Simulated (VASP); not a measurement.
Input of a VASP 6.6.1 run:

The input INCAR:

```
ALGO = Normal
EDIFF = 1E-6
ENCUT = 520
GGA = PE
ISIF = 2
ISMEAR = 0
LASPH = T
LCHARG = F
LREAL = F
LWAVE = F
NBANDS = 16
NELM = 100
PREC = Accurate
SIGMA = 0.05
```

File KPOINTS:

```
k-points
0
Gamma
  9 9 6
```

POSCAR

```
AlN
1.0
    3.1887772054      0.0000000000      0.0000000000
   -1.5943886027      2.7615620669      0.0000000000
    0.0000000000      0.0000000000      5.1024500000
Al N
2 2
Direct
    0.3333333333      0.6666666667      0.0000000000
    0.6666666667      0.3333333333      0.5000000000
    0.3333333333      0.6666666667      0.3850000000
    0.6666666667      0.3333333333      0.8850000000
```

Potentials or basis: VASP PAW PBE potentials, release 64 (Al, N).

Command:

```sh
$ cat potpaw_PBE.64/Al/POTCAR potpaw_PBE.64/N/POTCAR > POTCAR
$ mpirun -np 1 vasp_std > vasp.out
```

**Question.** Predict the largest force.

**Answer.** 0.177 eV/Å.

**Question.** Estimate the band gap on the k mesh.

**Answer.** 3.53 eV, direct.

**Question.** What does it give for the pressure?

**Answer.** -9.6 GPa.

Forces on the atoms (eV/Å):
```
Al   0.000  0.000  0.177
Al   0.000  0.000  0.177
N    0.000  0.000 -0.177
N    0.000  0.000 -0.177
```

Caveat: the cell differs from its parent crystal (strain +0.025 along x and y, +0.025 along z).
